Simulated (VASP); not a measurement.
# Sc (Pm-3m) in VASP: a series of runs

The runs below take Sc through single point, with PBE.

Everything below comes from runs of VASP 6.6.1. Logs are shortened: lines on timing, memory, paths and dates and some standing lists are left out, and cuts for length are marked.

## (1) The cell of the first run

The structure is cubic, space group Pm-3m (No. 221). The conventional cell has a = 2.189 Å, b = 2.189 Å, c = 2.189 Å, α = 90.00°, β = 90.00°, γ = 90.00°. Within 2.9 Å of Sc (site symmetry m-3m) lie 6 Sc at 2.19 Å.

This isn't the form of Sc at room conditions, which is hcp.

## (2) Single point, PBE (10.48 Å³/atom)

INCAR reads:

```
SYSTEM = Sc
  PREC = Accurate
  ENCUT = 520
  EDIFF = 1E-6
  ISMEAR = -1
  SIGMA = 0.08
  LREAL = .FALSE.
  LASPH = .TRUE.
  NELM = 100
  ALGO = Normal
  ISIF = 2
  LWAVE = .FALSE.
  LCHARG = .FALSE.
  GGA = PE
  NBANDS = 12
```

KPOINTS reads:

```
Automatic mesh
0
G
  13 13 13
  0 0 0
```

POSCAR reads:

```
Sc
1.0
    2.1886416114      0.0000000000      0.0000000000
    0.0000000000      2.1886416114      0.0000000000
    0.0000000000      0.0000000000      2.1886416114
Sc
1
Direct
    0.0000000000      0.0000000000      0.0000000000
```

Potentials or basis: VASP PAW PBE potentials, release 64 (Sc_sv).

Started as:

```bash
$ cat potpaw_PBE.64/Sc_sv/POTCAR > POTCAR
$ mpirun -np 1 vasp_std > vasp.out
```

OUTCAR:

```text
SYSTEM = Sc
   PREC = Accurate
   ENCUT = 520
   EDIFF = 1E-6
   ISMEAR = -1
   LREAL = .FALSE.
   LASPH = .TRUE.
   NELM = 100
   ISIF = 2
   GGA = PE

 ion  position               nearest neighbor table
   1  0.000  0.000  0.000-

  LATTYP: Found a simple cubic cell.
 ALAT       =     2.1886416114

  Lattice vectors:

 A1 = (   2.1886416114,   0.0000000000,   0.0000000000)
 A2 = (   0.0000000000,   2.1886416114,   0.0000000000)
 A3 = (   0.0000000000,   0.0000000000,   2.1886416114)

Analysis of symmetry for initial positions (statically):
=====================================================================
 Subroutine PRICEL returns:
 Original cell was already a primitive cell.

 Routine SETGRP: Setting up the symmetry group for a
 simple cubic supercell.

 Subroutine GETGRP returns: Found 48 space group operations
 (whereof 48 operations were pure point group operations)
 out of a pool of 48 trial point group operations.

The static configuration has the point symmetry O_h .

Analysis of symmetry for dynamics (positions and initial velocities):
=====================================================================
 Subroutine PRICEL returns:
 Original cell was already a primitive cell.

 Routine SETGRP: Setting up the symmetry group for a
 simple cubic supercell.

 Subroutine GETGRP returns: Found 48 space group operations
 (whereof 48 operations were pure point group operations)
 out of a pool of 48 trial point group operations.

The dynamic configuration has the point symmetry O_h .

 Subroutine INISYM returns: Found 48 space group operations
 (whereof 48 operations are pure point group operations),
 and found     1 'primitive' translations

----------------------------------------------------------------------------------------

                                     Primitive cell

  volume of cell :      10.4839

  direct lattice vectors                    reciprocal lattice vectors
     2.188641611  0.000000000  0.000000000     0.456904408  0.000000000  0.000000000
     0.000000000  2.188641611  0.000000000     0.000000000  0.456904408  0.000000000
     0.000000000  0.000000000  2.188641611     0.000000000  0.000000000  0.456904408

  length of vectors
     2.188641611  2.188641611  2.188641611     0.456904408  0.456904408  0.456904408

  position of ions in fractional coordinates (direct lattice)
     0.000000000  0.000000000  0.000000000

  ion indices of the primitive-cell ions
[... 80 lines left out ...]
   ISIF   =      2    stress and relaxation
   ISYM   =      2    0-nonsym 1-usesym 2-fastsym
   POTIM  = 0.5000    time-step for ionic-motion
   TEBEG  =    0.0;   TEEND  =   0.0 temperature during run
   PSTRESS=    0.0 pullay stress
   NELECT =      11.0000    total number of electrons
   NUPDOWN=      -1.0000    fix difference up-down
   EMIN   =  10.00;   EMAX   =-10.00  energy-range for DOS
   EFERMI =   0.00;   METHOD = LEGACY
   ISMEAR =    -1;   SIGMA  =   0.08  broadening in eV -4-tet -1-fermi 0-gaus
   EFERMI_NEDOS =   21; number of points for ismear=-14 and -15
   IALGO  =     38    algorithm
   IMIX   =      4    mixing-type and parameters
     AMIX     =   0.40;   BMIX     =  1.00
     AMIX_MAG =   1.60;   BMIX_MAG =  1.00
  volume/ion in A,a.u.               =      10.48        70.75
  Fermi-wavevector in a.u.,A,eV,Ry     =   1.663532  3.143619 37.651914  2.767338
  Thomas-Fermi vector in A             =   2.750233
   LORBIT       =      0    0 simple, 1 ext, 2 COOP (PROOUT), +10 PAW based schemes
   GGA     = PE    functional components
   LHFCALC =     F    Hartree Fock is set to
   AEXX    =    0.0000 exact exchange contribution
   IVDW    =     0    specifies the selected vdW correction
   LEPSILON=     F    determine dielectric tensor
   LRPA    =     F    only Hartree local field effects (RPA)
 non-spin polarized calculation
  energy-cutoff  :      520.00
  volume of cell :       10.48
 maximum number of plane-waves:       292
   NGX =  9   NGY =  9   NGZ =  9

 number of electron      10.9999995 magnetization

 Free energy of the ion-electron system (eV)
  ---------------------------------------------------
  ext. energy  EPLUGINS =         0.00000000
  ---------------------------------------------------
  free energy    TOTEN  =        -1.98049449 eV

  energy without entropy =       -1.96373631  energy(sigma->0) =       -1.97211540

 E-fermi :  10.4525     XC(G=0): -13.9340

 val. band max:       10.4231527525   @ k =   0.3846   0.2308   0.0000
 cond. band min:      10.4658140168   @ k =   0.3077   0.3077   0.0000
 fundamental gap:      0.0426612644
 Fermi energy:        10.4525296645

 k-point     1 :       0.0000    0.0000    0.0000
  band No.  band energies     occupation
      1     -39.6150      2.00000
      2     -14.7563      2.00000
      3     -14.7563      2.00000
      4     -14.7563      2.00000
      5       6.1141      2.00000
      6       7.8746      2.00000
      7       7.8746      2.00000
      8      19.4524      0.00000
      9      19.4524      0.00000
     10      19.4524      0.00000
     11      34.9738      0.00000
     12      34.9738      0.00000
[... 331 lines left out ...]
 k-point    24 :       0.3846    0.3077    0.0000
  band No.  band energies     occupation
      1     -37.7463      2.00000
      2     -18.8420      2.00000
      3     -17.7360      2.00000
      4     -13.9126      2.00000
      5       6.6846      2.00000
      6      10.8916      0.00823
      7      15.7882      0.00000
      8      16.6137      0.00000
      9      16.8206      0.00000
     10      19.0071      0.00000
     11      26.2719      0.00000
     12      31.6429      0.00000

 [... further k-points ...]

------------------------ aborting loop because EDIFF is reached ----------------------------------------

  FORCE on cell =-STRESS in cart. coord.  units (eV):
  Direction    XX          YY          ZZ          XY          YZ          ZX
  --------------------------------------------------------------------------------------
  -------------------------------------------------------------------------------------
  Total        9.9211493      9.9211493      9.9211493      0.0000000      0.0000000     -0.0000000
  in kB     1516.1724928   1516.1724928   1516.1724928      0.0000000      0.0000000     -0.0000000
  external PRESSURE =    1516.1724928 kB  Pullay stress =       0.0000000 kB

 VOLUME and BASIS-vectors are now :
 -----------------------------------------------------------------------------
  energy-cutoff  :      520.00
  volume of cell :       10.48
      direct lattice vectors                 reciprocal lattice vectors
     2.188641611  0.000000000  0.000000000     0.456904408  0.000000000  0.000000000
     0.000000000  2.188641611  0.000000000     0.000000000  0.456904408  0.000000000
     0.000000000  0.000000000  2.188641611     0.000000000  0.000000000  0.456904408

 POSITION                                       TOTAL-FORCE (eV/Angst)
 -----------------------------------------------------------------------------------
      0.00000      0.00000      0.00000         0.000000      0.000000      0.000000
 -----------------------------------------------------------------------------------
    total drift:                                0.000000      0.000000      0.000000

  FREE ENERGIE OF THE ION-ELECTRON SYSTEM (eV)
  ---------------------------------------------------
  free  energy   TOTEN  =        -1.9804944893 eV

  energy  without entropy=       -1.9637363131  energy(sigma->0) =       -1.97211540
```

OSZICAR:

```text
N       E                     dE             d eps       ncg     rms          rms(c)
DAV:   1     0.639328992830E+02    0.63933E+02   -0.51782E+03  2088   0.104E+03
DAV:   2    -0.129638567094E+01   -0.65229E+02   -0.62401E+02  2020   0.277E+02
DAV:   3    -0.212236878765E+01   -0.82598E+00   -0.81858E+00  2288   0.436E+01
DAV:   4    -0.212886544297E+01   -0.64967E-02   -0.64963E-02  2408   0.298E+00
DAV:   5    -0.212894313907E+01   -0.77696E-04   -0.77697E-04  2724   0.340E-01    0.229E+01
DAV:   6    -0.200423743534E+01    0.12471E+00   -0.11697E-01  2280   0.627E+00    0.118E+01
DAV:   7    -0.198140476574E+01    0.22833E-01   -0.50043E-02  2712   0.393E+00    0.127E+00
DAV:   8    -0.198051256638E+01    0.89220E-03   -0.62832E-03  2272   0.128E+00    0.338E-02
DAV:   9    -0.198050096482E+01    0.11602E-04   -0.59726E-05  2752   0.106E-01    0.131E-02
DAV:  10    -0.198049401219E+01    0.69526E-05   -0.33361E-06  2176   0.208E-02    0.272E-03
DAV:  11    -0.198049448929E+01   -0.47710E-06   -0.39594E-08  1120   0.287E-03
   1 F= -.19804945E+01 E0= -.19721154E+01  d E =-.167582E-01
```

It took 11 s on 1 thread of Intel Xeon 8259CL, shared host; peak memory 0.12 GiB.

What came out:

```
Free energy            : -1.9805 eV
Pressure               : 151.6 GPa
Band gap on the k mesh : zero (an odd number of electrons rules out a gap without spin polarisation)
```

Caveat: the cell stands under pressure.

## (3) Single point, PBE (10.48 Å³/atom)

INCAR reads:

```
PREC     = Accurate       # precision mode
ENCUT    = 520            # plane-wave cutoff, eV
EDIFF    = 1E-6           # SCF threshold, eV
ISMEAR   = -1             # smearing method
SIGMA    = 0.08           # smearing width, eV
LREAL    = False          # projectors in reciprocal space
LASPH    = True           # aspherical terms in the spheres
NELM     = 80             # most SCF steps
ALGO     = Normal         # electronic algorithm
ISIF     = 2              # what is computed and relaxed
LWAVE    = False          # write WAVECAR
LCHARG   = True           # write CHGCAR
GGA      = PE             # functional
LELF     = True           # ELF
LVHAR    = True         
NBANDS   = 12             # bands
```

KPOINTS reads:

```
Automatic mesh
0
Gamma
  13 13 13
```

POSCAR is that of step 2.

Potentials or basis: VASP PAW PBE potentials, release 64 (Sc_sv).

Started as:

```bash
$ cat potpaw_PBE.64/Sc_sv/POTCAR > POTCAR
$ mpirun -np 1 vasp_std > vasp.out
```

Run time: 6.1 s. Hardware: 1 thread of Intel Xeon 8259CL, shared host; peak memory 0.12 GiB.

It converged, with:

```yaml
Free_energy: -1.9805 eV
Pressure: 151.6 GPa
Band_gap_on_the_k_mesh: zero (an odd number of electrons rules out a gap without spin polarisation)
```

Levels at points of the mesh, in eV from the Fermi level:
| k point | band 2 | band 3 | band 4 | band 5 | band 6 | band 7 | band 8 | band 9 |
| --- | --- | --- | --- | --- | --- | --- | --- | --- |
| (0.00, 0.00, 0.00) | -25.21 | -25.21 | -25.21 | -4.34 | -2.58 | -2.58 | 9.00 | 9.00 |

Caveat: the cell stands under pressure.

## (4) Single point, PBE (13.10 Å³/atom)

This run uses another cell than the first one, of 13.10 Å³/atom.

INCAR reads:

```
SYSTEM = Sc
PREC = Accurate
ENCUT = 520
EDIFF = 1E-7
ISMEAR = -1
SIGMA = 0.08
LREAL = .FALSE.
LASPH = .TRUE.
NELM = 60
ALGO = Normal
ISIF = 2
LWAVE = .FALSE.
LCHARG = .FALSE.
GGA = PE
NBANDS = 12
```

KPOINTS reads:

```
regular mesh
0
G
  13 13 13
  0 0 0
```

POSCAR reads:

```
Sc
1.0
    2.3576427058      0.0000000000      0.0000000000
    0.0000000000      2.3576427058      0.0000000000
    0.0000000000      0.0000000000      2.3576427058
Sc
1
Direct
    0.0000000000      0.0000000000      0.0000000000
```

Potentials or basis: VASP PAW PBE potentials, release 64 (Sc_sv).

Started as:

```bash
$ cat potpaw_PBE.64/Sc_sv/POTCAR > POTCAR
$ mpirun -np 1 vasp_std > vasp.out
```

OUTCAR:

```text
SYSTEM = Sc
   PREC = Accurate
   ENCUT = 520
   EDIFF = 1E-7
   ISMEAR = -1
   LREAL = .FALSE.
   LASPH = .TRUE.
   NELM = 60
   ISIF = 2
   GGA = PE

 ion  position               nearest neighbor table
   1  0.000  0.000  0.000-

  LATTYP: Found a simple cubic cell.
 ALAT       =     2.3576427058

  Lattice vectors:

 A1 = (   2.3576427058,   0.0000000000,   0.0000000000)
 A2 = (   0.0000000000,   2.3576427058,   0.0000000000)
 A3 = (   0.0000000000,   0.0000000000,   2.3576427058)

Analysis of symmetry for initial positions (statically):
=====================================================================
 Subroutine PRICEL returns:
 Original cell was already a primitive cell.

 Routine SETGRP: Setting up the symmetry group for a
 simple cubic supercell.

 Subroutine GETGRP returns: Found 48 space group operations
 (whereof 48 operations were pure point group operations)
 out of a pool of 48 trial point group operations.

The static configuration has the point symmetry O_h .

Analysis of symmetry for dynamics (positions and initial velocities):
=====================================================================
[... 160 lines left out ...]
 fundamental gap:      0.0803279262
 Fermi energy:         8.4000558831

 k-point     1 :       0.0000    0.0000    0.0000
  band No.  band energies     occupation
      1     -40.9355      2.00000
      2     -17.6244      2.00000
      3     -17.6244      2.00000
      4     -17.6244      2.00000
      5       3.1995      2.00000
      6       6.6168      2.00000
      7       6.6168      2.00000
      8      15.7986      0.00000
      9      15.7986      0.00000
     10      15.7986      0.00000
     11      28.9583      0.00000
     12      28.9583      0.00000
[... 331 lines left out ...]
 k-point    24 :       0.3846    0.3077    0.0000
  band No.  band energies     occupation
      1     -39.9275      2.00000
      2     -20.1541      2.00000
      3     -19.4680      2.00000
      4     -17.1328      2.00000
      5       5.4088      2.00000
      6       8.6045      0.14414
      7      12.8479      0.00000
      8      12.9832      0.00000
      9      13.7769      0.00000
     10      14.6497      0.00000
     11      21.2455      0.00000
     12      26.1322      0.00000

 [... further k-points ...]
[... 5 lines left out ...]
  --------------------------------------------------------------------------------------
  -------------------------------------------------------------------------------------
  Total        6.0101886      6.0101886      6.0101886      0.0000000      0.0000000      0.0000000
  in kB      734.7924999    734.7924999    734.7924999      0.0000000      0.0000000      0.0000000
  external PRESSURE =     734.7924999 kB  Pullay stress =       0.0000000 kB

 VOLUME and BASIS-vectors are now :
 -----------------------------------------------------------------------------
  energy-cutoff  :      520.00
  volume of cell :       13.10
      direct lattice vectors                 reciprocal lattice vectors
     2.357642706  0.000000000  0.000000000     0.424152480  0.000000000  0.000000000
     0.000000000  2.357642706  0.000000000     0.000000000  0.424152480  0.000000000
     0.000000000  0.000000000  2.357642706     0.000000000  0.000000000  0.424152480

 POSITION                                       TOTAL-FORCE (eV/Angst)
 -----------------------------------------------------------------------------------
      0.00000      0.00000      0.00000         0.000000      0.000000      0.000000
 -----------------------------------------------------------------------------------
    total drift:                                0.000000      0.000000      0.000000

  FREE ENERGIE OF THE ION-ELECTRON SYSTEM (eV)
  ---------------------------------------------------
  free  energy   TOTEN  =        -3.7337945129 eV

  energy  without entropy=       -3.7129330947  energy(sigma->0) =       -3.72336380
```

OSZICAR:

```text
N       E                     dE             d eps       ncg     rms          rms(c)
DAV:   1     0.696811222498E+02    0.69681E+02   -0.53152E+03  2056   0.102E+03
DAV:   2    -0.291674571420E+01   -0.72598E+02   -0.69974E+02  2016   0.285E+02
DAV:   3    -0.395480797046E+01   -0.10381E+01   -0.10249E+01  2300   0.479E+01
DAV:   4    -0.396651966165E+01   -0.11712E-01   -0.11710E-01  2440   0.397E+00
DAV:   5    -0.396669096512E+01   -0.17130E-03   -0.17130E-03  2704   0.508E-01    0.146E+01
DAV:   6    -0.377025843012E+01    0.19643E+00   -0.22494E-01  2484   0.804E+00    0.681E+00
DAV:   7    -0.373545964025E+01    0.34799E-01   -0.68526E-02  2784   0.420E+00    0.108E+00
DAV:   8    -0.373381423980E+01    0.16454E-02   -0.56042E-03  2244   0.110E+00    0.283E-02
DAV:   9    -0.373379678995E+01    0.17450E-04   -0.61741E-05  2792   0.115E-01    0.135E-02
DAV:  10    -0.373379409871E+01    0.26912E-05   -0.29641E-06  2328   0.164E-02    0.316E-03
DAV:  11    -0.373379469937E+01   -0.60066E-06   -0.43707E-08  1584   0.204E-03    0.637E-04
DAV:  12    -0.373379449252E+01    0.20684E-06   -0.11532E-08  1092   0.183E-03    0.269E-04
DAV:  13    -0.373379451295E+01   -0.20423E-07   -0.19739E-09  1064   0.818E-04
   1 F= -.37337945E+01 E0= -.37233638E+01  d E =-.208614E-01
```

stdout:

```text
POSCAR found type information on POSCAR Sc
 POSCAR found :  1 types and       1 ions
 scaLAPACK will be used
 LDA part: xc-table for (Slater+PW92), standard interpolation
 POSCAR, INCAR and KPOINTS ok, starting setup
 FFT: planning ... GRIDC
 FFT: planning ... GRID_SOFT
 FFT: planning ... GRID
 WAVECAR not read
 entering main loop
```

Wall time 15 s (1 thread of Intel Xeon 8259CL, shared host); peak memory 0.13 GiB.

What came out:

- Free energy: -3.7338 eV
- Pressure: 73.5 GPa
- Band gap on the k mesh: zero (an odd number of electrons rules out a gap without spin polarisation)

Caveat: the cell stands under pressure.

## (5) Single point, PBE (15.73 Å³/atom)

This run uses another cell than the first one, of 15.73 Å³/atom.

INCAR reads:

```
ALGO = Normal
EDIFF = 1E-6
ENCUT = 520
GGA = PE
ISIF = 2
ISMEAR = -1
LASPH = T
LCHARG = T
LELF = T
LREAL = F
LVHAR = T
LWAVE = F
NBANDS = 12
NELM = 100
PREC = Accurate
SIGMA = 0.08
```

KPOINTS reads:

```
k-points
0
Gamma
  13 13 13
```

POSCAR reads:

```
Sc
1.0
    2.5053692244      0.0000000000      0.0000000000
    0.0000000000      2.5053692244      0.0000000000
    0.0000000000      0.0000000000      2.5053692244
Sc
1
Direct
    0.0000000000      0.0000000000      0.0000000000
```

Started as:

```bash
$ cat potpaw_PBE.64/Sc_sv/POTCAR > POTCAR
$ mpirun -np 1 vasp_std > vasp.out
```

Wall time 18 s (1 thread of Intel Xeon 8259CL, shared host); peak memory 0.13 GiB.

The run converged. Its results:

| Quantity | Value |
| --- | --- |
| Free energy | -4.6164 eV |
| Pressure | 38.7 GPa |
| Band gap on the k mesh | zero (an odd number of electrons rules out a gap without spin polarisation) |

Levels at points of the mesh, in eV from the Fermi level:
```csv
k point,band 3,band 4,band 5,band 6,band 7,band 8
"(0.00, 0.00, 0.00)",-26.62,-26.62,-5.49,-1.30,-1.30,6.26
```

Caveat: the cell stands under pressure.

## (6) Single point, PBE (15.73 Å³/atom)

This run uses another cell than the first one, of 15.73 Å³/atom.

INCAR reads:

```
SYSTEM = Sc
ALGO     = Normal         ! electronic algorithm
EDIFF    = 1E-6           ! SCF threshold, eV
ENCUT    = 520            ! plane-wave cutoff, eV
GGA      = PE             ! functional
ISIF     = 2              ! what is computed and relaxed
ISMEAR   = -1             ! smearing method
LASPH    = .True.         ! aspherical terms in the spheres
LCHARG   = .True.         ! write CHGCAR
LELF     = .True.         ! ELF
LREAL    = .False.        ! projectors in reciprocal space
LVHAR    = .True.       
LWAVE    = .False.        ! write WAVECAR
NBANDS   = 12             ! bands
NELM     = 60             ! most SCF steps
PREC     = Accurate       ! precision mode
SIGMA    = 0.08           ! smearing width, eV
```

KPOINTS reads:

```
k-points
0
Gamma
  13 13 13
  0 0 0
```

POSCAR is that of step 5.

Potentials or basis: VASP PAW PBE potentials, release 64 (Sc_sv).

Started as:

```bash
$ cat potpaw_PBE.64/Sc_sv/POTCAR > POTCAR
$ mpirun -np 1 vasp_std > vasp.out
```

It took 18 s on 1 thread of Intel Xeon 8259CL, shared host; peak memory 0.13 GiB.

The run converged. Its results:

```yaml
Free_energy: -4.6164 eV
Pressure: 38.7 GPa
Band_gap_on_the_k_mesh: zero (an odd number of electrons rules out a gap without spin polarisation)
```

Levels at points of the mesh, in eV from the Fermi level:
| k point | band 2 | band 3 | band 4 | band 5 | band 6 | band 7 | band 8 | band 9 |
| --- | --- | --- | --- | --- | --- | --- | --- | --- |
| (0.00, 0.00, 0.00) | -26.62 | -26.62 | -26.62 | -5.49 | -1.30 | -1.30 | 6.26 | 6.26 |

Caveat: the cell stands under pressure.

## (7) Overview

```tsv
cell	gap on the mesh (eV)	pressure (GPa)
a = 2.189 Å, 1 atom	none	151.6
a = 2.358 Å, 1 atom	none	73.5
a = 2.505 Å, 1 atom	none	38.7
```

Alike in all rows: task single point; level PBE; potentials or basis VASP PAW PBE potentials, release 64 (Sc_sv); no spin polarisation; k mesh 13 × 13 × 13; cutoff (eV) 520; smearing fermi-dirac 0.08 eV.

Caveats: the cell stands under pressure.

Total energies depend on the potentials used, so only differences within one code and one set of settings carry meaning.
